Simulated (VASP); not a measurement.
# CdSe (R3m) in VASP: notebook

CdSe is run at these levels: PBEsol; tasks: single point.

Program: VASP 6.6.1. These are calculated values, not measurements. Logs are shortened: lines on timing, memory, paths and dates and some standing lists are left out, and cuts for length are marked.

## 1. The cell of the first run

The structure is trigonal, space group R3m (No. 160). Conventional cell: a = 4.187 Å, b = 4.187 Å, c = 11.115 Å, α = 90.00°, β = 90.00°, γ = 120.00°. Cd (site symmetry 3m) has 4 Se at 2.59 to 2.78 Å within 3.4 Å. Within 3.4 Å of Se (site symmetry 3m) lie 4 Cd at 2.59 to 2.78 Å.

## 2. Single point, PBEsol (28.13 Å³/atom)

The input, INCAR:

```
SYSTEM = CdSe
PREC     = Accurate       ! precision mode
ENCUT    = 520            ! plane-wave cutoff, eV
EDIFF    = 1E-6           ! SCF threshold, eV
ISMEAR   = 0              ! smearing method
SIGMA    = 0.05           ! smearing width, eV
LREAL    = .False.        ! projectors in reciprocal space
LASPH    = .True.         ! aspherical terms in the spheres
NELM     = 60             ! most SCF steps
ALGO     = Normal         ! electronic algorithm
ISIF     = 2              ! what is computed and relaxed
LWAVE    = .False.        ! write WAVECAR
LCHARG   = .True.         ! write CHGCAR
GGA      = PS             ! functional
LELF     = .True.         ! ELF
LVHAR    = .True.       
NBANDS   = 16             ! bands
```

The input, KPOINTS:

```
regular mesh
0
Gamma
  10 10 10
  0 0 0
```

The input, POSCAR:

```
CdSe
1.0
    0.0000000000      2.9609036541      2.9609036541
    2.9609036541      0.0000000000      2.9609036541
    3.1261220780      3.1261220780     -0.1652184239
Cd Se
1 1
Direct
    0.0000000000      0.0000000000      0.0000000000
    0.7500000000      0.7500000000      0.7500000000
```

Potentials or basis: VASP PAW PBE potentials, release 64 (Cd, Se).

Started as:

```
> cat potpaw_PBE.64/Cd/POTCAR potpaw_PBE.64/Se/POTCAR > POTCAR
> mpirun -np 1 vasp_std > vasp.out
```

OUTCAR:

```text
SYSTEM = CdSe
   PREC = Accurate
   ENCUT = 520
   EDIFF = 1E-6
   ISMEAR = 0
   LREAL = .False.
   LASPH = .True.
   NELM = 60
   ISIF = 2
   GGA = PS

 ion  position               nearest neighbor table
   1  0.000  0.000  0.000-   2 2.59   2 2.59   2 2.59   2 2.78
   2  0.750  0.750  0.750-   1 2.59   1 2.59   1 2.59   1 2.78

  LATTYP: Found a trigonal (rhomboedric) cell.
 ALAT       =     4.4240903721
 COS(alpha) =     0.5520798786

  Lattice vectors:

 A1 = (   3.1261220780,   0.1652184239,  -3.1261220780)
 A2 = (   0.1652184239,   3.1261220780,  -3.1261220780)
 A3 = (   3.1261220780,   3.1261220780,  -0.1652184239)

Analysis of symmetry for initial positions (statically):
=====================================================================
 Subroutine PRICEL returns:
 Original cell was already a primitive cell.

 Routine SETGRP: Setting up the symmetry group for a
 trigonal (rhombohedral) supercell.

 Subroutine GETGRP returns: Found  6 space group operations
 (whereof  6 operations were pure point group operations)
 out of a pool of 12 trial point group operations.

The static configuration has the point symmetry C_3v.

Analysis of symmetry for dynamics (positions and initial velocities):
=====================================================================
 Subroutine PRICEL returns:
 Original cell was already a primitive cell.

 Routine SETGRP: Setting up the symmetry group for a
 trigonal (rhombohedral) supercell.

 Subroutine GETGRP returns: Found  6 space group operations
 (whereof  6 operations were pure point group operations)
 out of a pool of 12 trial point group operations.

The dynamic configuration has the point symmetry C_3v.

 Subroutine INISYM returns: Found  6 space group operations
 (whereof  6 operations are pure point group operations),
 and found     1 'primitive' translations

----------------------------------------------------------------------------------------

                                     Primitive cell

  volume of cell :      56.2616

  direct lattice vectors                    reciprocal lattice vectors
     0.000000000  2.960903654  2.960903654    -0.164519853  0.173214878  0.164519853
     2.960903654  0.000000000  2.960903654     0.173214878 -0.164519853  0.164519853
     3.126122078  3.126122078 -0.165218424     0.155824828  0.155824828 -0.155824828

  length of vectors
     4.187350105  4.187350105  4.424090372     0.290063714  0.290063714  0.269896518

  position of ions in fractional coordinates (direct lattice)
     0.000000000  0.000000000  0.000000000
     0.750000000  0.750000000  0.750000000

  ion indices of the primitive-cell ions
   primitive index   ion index
                 1           1
                 2           2

----------------------------------------------------------------------------------------

 KPOINTS: regular mesh

Automatic generation of k-mesh.
 Grid dimensions read from file:
 generate k-points for:   10   10   10

 Generating k-lattice:

  Cartesian coordinates                     Fractional coordinates (reciprocal lattice)
    -0.016451985  0.017321488  0.016451985     0.100000000  0.000000000 -0.000000000
     0.017321488 -0.016451985  0.016451985     0.000000000  0.100000000 -0.000000000
     0.015582483  0.015582483 -0.015582483     0.000000000  0.000000000  0.100000000

  Length of vectors
     0.029006371  0.029006371  0.026989652

  Shift w.r.t. Gamma in fractional coordinates (k-lattice)
     0.000000000  0.000000000  0.000000000

 Subroutine IBZKPT returns following result:
 ===========================================

 Found    116 irreducible k-points:

 Following reciprocal coordinates:
            Coordinates               Weight
  0.000000  0.000000  0.000000      1.000000
  0.100000  0.000000  0.000000      6.000000
  0.200000  0.000000  0.000000      6.000000
  0.300000  0.000000 -0.000000      6.000000
  0.400000  0.000000 -0.000000      6.000000
  0.500000  0.000000 -0.000000      3.000000
[... 16 lines left out ...]
  0.300000  0.300000 -0.000000      6.000000
  0.400000  0.300000 -0.000000     12.000000
 [... further k-points ...]
   k-points           NKPTS =    116   k-points in BZ     NKDIM =    116   number of bands    NBANDS=     16
   number of dos      NEDOS =    301   number of ions     NIONS =      2
   total plane-waves  NPLWV =  36864
   dimension x,y,z NGX =    32 NGY =   32 NGZ =   36
   dimension x,y,z NGXF=    64 NGYF=   64 NGZF=   72
   ions per type =               1   1
   NGX,Y,Z   is equivalent  to a cutoff of  12.70, 12.70, 13.53 a.u.
   NGXF,Y,Z  is equivalent  to a cutoff of  25.41, 25.41, 27.06 a.u.
 SYSTEM =  CdSe
   PREC   = accura    normal or accurate (medium, high low for compatibility)
   ISTART =      0    job   : 0-new  1-cont  2-samecut
   ICHARG =      2    charge: 1-file 2-atom 10-const
   ISPIN  =      1    spin polarized calculation?
   LNONCOLLINEAR =      F non collinear calculations
   LSORBIT =      F    spin-orbit coupling
   LASPH  =      T    aspherical Exc in radial PAW
   ENCUT  =  520.0 eV  38.22 Ry    6.18 a.u.   7.79  7.79  8.23*2*pi/ulx,y,z
   NELM   =     60;   NELMIN=  2; NELMDL= -5     # of ELM steps
   EDIFF  = 0.1E-05   stopping-criterion for ELM
   LREAL  =      F    real-space projection
   EDIFFG = 0.1E-04   stopping-criterion for IOM
   NSW    =      0    number of steps for IOM
   IBRION =     -1    ionic relax: 0-MD 1-quasi-New 2-CG
   NFREE  =      0    steps in history (QN), initial steepest desc. (CG)
   ISIF   =      2    stress and relaxation
   ISYM   =      2    0-nonsym 1-usesym 2-fastsym
   POTIM  = 0.5000    time-step for ionic-motion
   TEBEG  =    0.0;   TEEND  =   0.0 temperature during run
   PSTRESS=    0.0 pullay stress
   NELECT =      18.0000    total number of electrons
   NUPDOWN=      -1.0000    fix difference up-down
   EMIN   =  10.00;   EMAX   =-10.00  energy-range for DOS
   EFERMI =   0.00;   METHOD = LEGACY
   ISMEAR =     0;   SIGMA  =   0.05  broadening in eV -4-tet -1-fermi 0-gaus
   EFERMI_NEDOS =   21; number of points for ismear=-14 and -15
   IALGO  =     38    algorithm
   IMIX   =      4    mixing-type and parameters
     AMIX     =   0.40;   BMIX     =  1.00
     AMIX_MAG =   1.60;   BMIX_MAG =  1.00
  volume/ion in A,a.u.               =      28.13       189.84
  Fermi-wavevector in a.u.,A,eV,Ry     =   1.119683  2.115894 17.057484  1.253690
  Thomas-Fermi vector in A             =   2.256324
   LORBIT       =      0    0 simple, 1 ext, 2 COOP (PROOUT), +10 PAW based schemes
   GGA     = PS    functional components
   LHFCALC =     F    Hartree Fock is set to
   AEXX    =    0.0000 exact exchange contribution
   IVDW    =     0    specifies the selected vdW correction
   LEPSILON=     F    determine dielectric tensor
   LRPA    =     F    only Hartree local field effects (RPA)
 non-spin polarized calculation
 Gauss-broadening in eV      SIGMA  =   0.05
  energy-cutoff  :      520.00
  volume of cell :       56.26
 maximum number of plane-waves:      1537
   NGX = 15   NGY = 15   NGZ = 17

 number of electron      17.9999994 magnetization

 Free energy of the ion-electron system (eV)
  ---------------------------------------------------
  ext. energy  EPLUGINS =         0.00000000
  ---------------------------------------------------
  free energy    TOTEN  =        -6.11393482 eV

  energy without entropy =       -6.11393482  energy(sigma->0) =       -6.11393482

 E-fermi :   1.1058     XC(G=0):  -9.0967

 val. band max:        0.9110445352   @ k =   0.0000   0.0000   0.0000
 cond. band min:       1.3226456766   @ k =   0.0000   0.0000   0.0000
 fundamental gap:      0.4116011415
 Fermi energy:         1.1058323652

 k-point     1 :       0.0000    0.0000    0.0000
  band No.  band energies     occupation
      1     -11.8309      2.00000
      2      -7.1431      2.00000
      3      -7.1431      2.00000
      4      -7.0654      2.00000
      5      -6.7318      2.00000
      6      -6.7318      2.00000
[... 8 lines left out ...]
     15      11.9254      0.00000
     16      11.9254      0.00000

 k-point     2 :       0.1000    0.0000    0.0000
  band No.  band energies     occupation
      1     -11.7928      2.00000
      2      -7.1289      2.00000
      3      -7.1167      2.00000
      4      -7.0500      2.00000
      5      -6.7340      2.00000
      6      -6.7324      2.00000
[... 8 lines left out ...]
     15      11.3240      0.00000
     16      11.3490      0.00000

 k-point     3 :       0.2000    0.0000    0.0000
  band No.  band energies     occupation
      1     -11.6923      2.00000
      2      -7.0938      2.00000
      3      -7.0505      2.00000
      4      -6.9866      2.00000
      5      -6.7361      2.00000
      6      -6.7310      2.00000
[... 8 lines left out ...]
     15      10.9829      0.00000
     16      11.0353      0.00000

 k-point     4 :       0.3000    0.0000   -0.0000
  band No.  band energies     occupation
      1     -11.5668      2.00000
      2      -7.0557      2.00000
      3      -7.0092      2.00000
      4      -6.8117      2.00000
      5      -6.7263      2.00000
      6      -6.7220      2.00000
[... 8 lines left out ...]
     15      10.7154      0.00000
     16      11.3957      0.00000
[... 324 lines left out ...]
 k-point    22 :      -0.2000    0.2000    0.0000
  band No.  band energies     occupation
      1     -11.5206      2.00000
      2      -7.0350      2.00000
      3      -6.9648      2.00000
      4      -6.8185      2.00000
      5      -6.7455      2.00000
      6      -6.6644      2.00000
[... 8 lines left out ...]
     15      12.2329      0.00000
     16      13.2514      0.00000

 k-point    23 :       0.3000    0.3000   -0.0000
  band No.  band energies     occupation
      1     -11.5022      2.00000
      2      -6.9886      2.00000
      3      -6.9438      2.00000
      4      -6.8993      2.00000
      5      -6.6944      2.00000
      6      -6.6885      2.00000
[... 8 lines left out ...]
     15      12.6019      0.00000
     16      14.2974      0.00000

 k-point    24 :       0.4000    0.3000   -0.0000
  band No.  band energies     occupation
      1     -11.4251      2.00000
      2      -6.9737      2.00000
      3      -6.8928      2.00000
      4      -6.8706      2.00000
      5      -6.6882      2.00000
      6      -6.5678      2.00000
[... 8 lines left out ...]
     15      12.8950      0.00000
     16      14.2666      0.00000

 [... further k-points ...]
[... 5 lines left out ...]
  --------------------------------------------------------------------------------------
  -------------------------------------------------------------------------------------
  Total        0.3094839      0.3094839      0.3094839     -0.7592680      0.7592680      0.7592680
  in kB        8.8132632      8.8132632      8.8132632    -21.6218952     21.6218952     21.6218952
  external PRESSURE =       8.8132632 kB  Pullay stress =       0.0000000 kB

 VOLUME and BASIS-vectors are now :
 -----------------------------------------------------------------------------
  energy-cutoff  :      520.00
  volume of cell :       56.26
      direct lattice vectors                 reciprocal lattice vectors
     0.000000000  2.960903654  2.960903654    -0.164519853  0.173214878  0.164519853
     2.960903654  0.000000000  2.960903654     0.173214878 -0.164519853  0.164519853
     3.126122078  3.126122078 -0.165218424     0.155824828  0.155824828 -0.155824828

 POSITION                                       TOTAL-FORCE (eV/Angst)
 -----------------------------------------------------------------------------------
      0.00000      0.00000      0.00000         0.257682      0.257682     -0.257682
      4.56527      4.56527      4.31744        -0.257682     -0.257682      0.257682
 -----------------------------------------------------------------------------------
    total drift:                               -0.000072     -0.000072      0.000072

  FREE ENERGIE OF THE ION-ELECTRON SYSTEM (eV)
  ---------------------------------------------------
  free  energy   TOTEN  =        -6.1139348234 eV

  energy  without entropy=       -6.1139348234  energy(sigma->0) =       -6.11393482
```

It took 39 s on 1 thread of Intel Xeon 6975P-C (Granite Rapids), shared host; peak memory 0.26 GiB.

Results:

- Free energy: -6.1139 eV
- Pressure: 0.9 GPa
- Largest force: 0.446 eV/Å
- Band gap on the k mesh: 0.41 eV

Forces in eV/Å, atoms in the order of the input:
```
Cd   0.258  0.258 -0.258
Se  -0.258 -0.258  0.258
```

Caveat: the PAW data sets were made with another functional, which shifts forces and pressure a little.

## 3. Single point, PBEsol (29.63 Å³/atom)

This run uses another cell than the first one, of 29.63 Å³/atom.

The input, INCAR:

```
PREC     = Accurate       # precision mode
ENCUT    = 520            # plane-wave cutoff, eV
EDIFF    = 1E-6           # SCF threshold, eV
ISMEAR   = 0              # smearing method
SIGMA    = 0.05           # smearing width, eV
LREAL    = False          # projectors in reciprocal space
LASPH    = True           # aspherical terms in the spheres
NELM     = 100            # most SCF steps
ALGO     = Normal         # electronic algorithm
ISIF     = 2              # what is computed and relaxed
LWAVE    = False          # write WAVECAR
LCHARG   = False          # write CHGCAR
GGA      = PS             # functional
NBANDS   = 16             # bands
```

The input, KPOINTS:

```
Automatic mesh
0
Gamma
  10 10 10
```

The input, POSCAR:

```
CdSe
1.0
    0.0000000000      3.2213569737      3.2213569737
    3.2213569737      0.0000000000      3.2213569737
    2.9773928722      2.9773928722      0.2439641015
Cd Se
1 1
Direct
    0.0000000000      0.0000000000      0.0000000000
    0.7500000000      0.7500000000      0.7500000000
```

Potentials or basis: VASP PAW PBE potentials, release 64 (Cd, Se).

Started as:

```
> cat potpaw_PBE.64/Cd/POTCAR potpaw_PBE.64/Se/POTCAR > POTCAR
> mpirun -np 1 vasp_std > vasp.out
```

OUTCAR:

```text
PREC = Accurate
   ENCUT = 520
   EDIFF = 1E-6
   ISMEAR = 0
   LREAL = False
   LASPH = True
   NELM = 100
   ISIF = 2
   GGA = PS

 ion  position               nearest neighbor table
   1  0.000  0.000  0.000-   2 2.47   2 2.76   2 2.76   2 2.76
   2  0.750  0.750  0.750-   1 2.47   1 2.76   1 2.76   1 2.76

  LATTYP: Found a trigonal (rhomboedric) cell.
 ALAT       =     4.2177310386
 COS(alpha) =     0.4166624355

  Lattice vectors:

 A1 = (   2.9773928722,  -0.2439641015,  -2.9773928722)
[... 626 lines left out ...]
      3      -7.2142      2.00000
      4      -7.1210      2.00000
      5      -7.0077      2.00000
      6      -6.8807      2.00000
[... 8 lines left out ...]
     15      12.2993      0.00000
     16      13.4359      0.00000

 [... further k-points ...]
[... 5 lines left out ...]
  --------------------------------------------------------------------------------------
  -------------------------------------------------------------------------------------
  Total       -0.3108985     -0.3108985     -0.3108985      1.3851042     -1.3851042     -1.3851042
  in kB       -8.4052948     -8.4052948     -8.4052948     37.4469736    -37.4469736    -37.4469736
  external PRESSURE =      -8.4052948 kB  Pullay stress =       0.0000000 kB

 VOLUME and BASIS-vectors are now :
 -----------------------------------------------------------------------------
  energy-cutoff  :      520.00
  volume of cell :       59.26
      direct lattice vectors                 reciprocal lattice vectors
     0.000000000  3.221356974  3.221356974    -0.161844779  0.148583406  0.161844779
     3.221356974  0.000000000  3.221356974     0.148583406 -0.161844779  0.161844779
     2.977392872  2.977392872  0.243964102     0.175106152  0.175106152 -0.175106152

 POSITION                                       TOTAL-FORCE (eV/Angst)
 -----------------------------------------------------------------------------------
      0.00000      0.00000      0.00000        -0.619134     -0.619134      0.619134
      4.64906      4.64906      5.01501         0.619134      0.619134     -0.619134
 -----------------------------------------------------------------------------------
    total drift:                               -0.000001     -0.000001      0.000003

  FREE ENERGIE OF THE ION-ELECTRON SYSTEM (eV)
  ---------------------------------------------------
  free  energy   TOTEN  =        -6.0045723135 eV

  energy  without entropy=       -6.0045723135  energy(sigma->0) =       -6.00457231
```

OSZICAR:

```text
N       E                     dE             d eps       ncg     rms          rms(c)
DAV:   1     0.105705955209E+03    0.10571E+03   -0.87228E+03  3760   0.100E+03
DAV:   2    -0.232460180485E+01   -0.10803E+03   -0.10190E+03  4472   0.245E+02
DAV:   3    -0.639693849953E+01   -0.40723E+01   -0.40646E+01  4464   0.496E+01
DAV:   4    -0.641420601138E+01   -0.17268E-01   -0.17267E-01  4568   0.322E+00
DAV:   5    -0.641431404320E+01   -0.10803E-03   -0.10803E-03  4568   0.223E-01    0.575E+00
DAV:   6    -0.602911380211E+01    0.38520E+00   -0.61556E-01  5448   0.977E+00    0.460E+00
DAV:   7    -0.600605962709E+01    0.23054E-01   -0.13954E-01  4416   0.253E+00    0.207E+00
DAV:   8    -0.600463246142E+01    0.14272E-02   -0.12924E-02  4320   0.138E+00    0.232E-01
DAV:   9    -0.600451689174E+01    0.11557E-03   -0.13651E-03  4680   0.483E-01    0.461E-02
DAV:  10    -0.600454516930E+01   -0.28278E-04   -0.14661E-04  4568   0.147E-01    0.400E-02
DAV:  11    -0.600457319516E+01   -0.28026E-04   -0.48800E-05  4456   0.519E-02    0.178E-02
DAV:  12    -0.600457231354E+01    0.88162E-06   -0.31336E-06  4192   0.215E-02
   1 F= -.60045723E+01 E0= -.60045723E+01  d E =-.101368E-14
```

It took 40 s on 1 thread of Intel Xeon 6975P-C (Granite Rapids), shared host; peak memory 0.28 GiB.

What came out:

```yaml
Free_energy: -6.0046 eV
Pressure: -0.8 GPa
Largest_force: 1.072 eV/Å
Band_gap_on_the_k_mesh: 0.51 eV (least direct gap 0.60 eV)
```

Forces in eV/Å, atoms in the order of the input:
```
Cd  -0.619 -0.619  0.619
Se   0.619  0.619 -0.619
```

Stress tensor (GPa, compression positive):
```
-0.84  3.74 -3.74
 3.74 -0.84 -3.74
-3.74 -3.74 -0.84
```

Levels at points of the mesh, in eV from the valence-band top:
```tsv
k point	band 5	band 6	band 7	band 8	band 9	band 10	band 11	band 12	band 13	band 14
(0.00, 0.00, 0.00)	-7.47	-7.47	-0.10	-0.09	-0.09	0.51	5.39	5.39	7.00	9.45
(0.50, 0.00, 0.00)	-7.46	-7.23	-4.15	-0.57	-0.56	2.34	6.06	6.62	7.34	9.92
(0.50, 0.50, 0.00)	-7.43	-7.16	-3.92	-2.00	-1.37	2.86	3.86	8.32	9.54	10.32
(0.00, 0.00, 0.50)	-7.46	-7.16	-4.20	-1.06	-1.06	1.83	5.87	5.87	7.42	9.68
```

Caveat: the PAW data sets were made with another functional, which shifts forces and pressure a little. A k mesh can miss the band edges.

(Continued in part 2 of 2.)
